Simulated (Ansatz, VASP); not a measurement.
Cu3O2: VASP beside Ansatz

INCAR

```
SYSTEM = Cu3O2
PREC = Accurate
ENCUT = 520
EDIFF = 1E-6
ISMEAR = 0
SIGMA = 0.15
LREAL = .FALSE.
LASPH = .TRUE.
NELM = 100
ALGO = Normal
ISIF = 2
LWAVE = .FALSE.
LCHARG = .FALSE.
GGA = PS
NBANDS = 30
```

File KPOINTS:

```
Automatic mesh
0
G
  16 16 16
  0 0 0
```

POSCAR

```
Cu3O2
1.0
   -2.0442266306      1.9251454676      3.6304514900
    2.0442266306     -1.9251454676      3.6304514900
    2.0442266306      1.9251454676     -3.6304514900
Cu O
3 2
Direct
    0.2500000000      0.7500000000      0.5000000000
    0.7500000000      0.2500000000      0.5000000000
    0.0000000000      0.0000000000      0.0000000000
    0.0000000000      0.5000000000      0.5000000000
    0.5000000000      0.0000000000      0.5000000000
```

Input for Ansatz:

```yaml
crystal:
  lattice:
    - [-2.0442266306, 1.9251454676, 3.63045149]
    - [2.0442266306, -1.9251454676, 3.63045149]
    - [2.0442266306, 1.9251454676, -3.63045149]
  atoms:
    - { symbol: Cu, position: [0.25, 0.75, 0.5] }
    - { symbol: Cu, position: [0.75, 0.25, 0.5] }
    - { symbol: Cu, position: [0.0, 0.0, 0.0] }
    - { symbol: O, position: [0.0, 0.5, 0.5] }
    - { symbol: O, position: [0.5, 0.0, 0.5] }
basis:
  ecutwfc: 420
kpoints:
  mp_grid: { grid: [16, 16, 16] }
hamiltonian:
  xc: pbesol
scf:
  occupations: { method: gaussian, width: 0.15 }
output:
  forces: true
  stress: true
  eigenvalues: true
  write_density: true
  write_potential: true
  elf: true
  volumetric_format: npy
```

Change from the starting cell: strain +0.0300 x Voigt [1, -1, 0, 0, 0, 0], atoms carried along.

Alike in both runs: task single point; functional PBEsol; k mesh 16 × 16 × 16; occupations gaussian, width 0.15 eV; no spin polarisation.

|  | VASP | Ansatz |
| --- | --- | --- |
| version | VASP 6.6.1 | Ansatz 0.2.0 |
| potentials or method | VASP PAW PBE potentials, release 64 (Cu, O), cutoff 520 eV | scalar-relativistic, plane waves, PAW |
| valence electrons in the cell | 45 | 69 |

|  | VASP | Ansatz | Ansatz less VASP |
| --- | --- | --- | --- |
| gap on the k mesh at the Fermi level (eV) | none | none | - |
| pressure (GPa) | 1.3 | 0.5 | -0.85 |
| traceless stress, the component that is largest in VASP (GPa) | -3.00 | -2.46 | +0.533 |
| rms of the force components (eV/Å) | 0.111 | 0.110 | -0.0007 |

VASP's potentials were made for PBE, not for PBEsol. Atom by atom the forces differ by 0.001 eV/Å (rms over components). A gap of «none» marks a metal or a gap that the smearing closes. VASP's potentials hold 45 valence electrons a cell and Ansatz's 69, so a difference there can come from the potentials and not from the codes.
